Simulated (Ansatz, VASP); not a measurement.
# Two plane-wave programs on Yb

```
Yb
1.0
     0.00000    4.37693    4.37693
     4.37693    0.00000    4.37693
     4.37693    4.37693    0.00000
Yb
2
Direct
  0.12500 0.12500 0.12500
  0.87500 0.87500 0.87500
```

Alike in both runs: task single point; functional revPBE; k mesh 7 × 7 × 7; occupations fermi-dirac, width 0.1 eV; no spin polarisation.

|  | VASP | Ansatz |
| --- | --- | --- |
| version | VASP 6.6.1 | Ansatz 0.2.0 |
| potentials or method | VASP PAW PBE potentials, release 64 (Yb), cutoff 520 eV | plane waves (420 eV) with PAW, scalar-relativistic |
| valence electrons in the cell | 48 | 48 |

|  | VASP | Ansatz | Ansatz less VASP |
| --- | --- | --- | --- |
| pressure (GPa) | -0.2 | 0.2 | +0.40 |

VASP's potentials were made for PBE, not for revPBE. With one functional, cell and mesh, what is left measures potentials, basis and numerics.

Neither program's run includes spin-orbit coupling.
